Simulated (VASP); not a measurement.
Runs of VASP 6.6.1 on MgO. The structure is that of space group I4/mmm (No. 139), or close to it. The cells are those of the table. 

```csv
cell,gap on the mesh (eV),pressure (GPa)
"a = 3.181, b = 2.980 Å, angles 62.1, 55.9, 62.1°, 2 atoms",3.37,-12.4
"a = 3.211, b = 2.980 Å, angles 62.4, 55.3, 62.4°, 2 atoms",3.23,-13.1
"a = 2.817, b = 2.980 Å, angles 58.1, 63.9, 58.1°, 2 atoms",5.62,31.1
"a = 3.152, b = 2.980 Å, angles 61.8, 56.4, 61.8°, 2 atoms",3.52,-11.5
"a = 2.870, b = 2.980 Å, angles 58.7, 62.5, 58.7°, 2 atoms",(c),16.7
"a = 2.765, b = 2.980 Å, angles 57.4, 65.2, 57.4°, 2 atoms",(a),(b)
```

Alike in all rows: task single point; level PBEsol; potentials or basis VASP PAW PBE potentials, release 64 (Mg, O); no spin polarisation; k mesh 10 × 10 × 10; cutoff (eV) 520; smearing gaussian 0.05 eV.

Fill in the values left out.

(a) 5.91; (b) 51.6; (c) 5.30.

Caveats: the PAW data sets were made with another functional, which shifts forces and pressure a little.

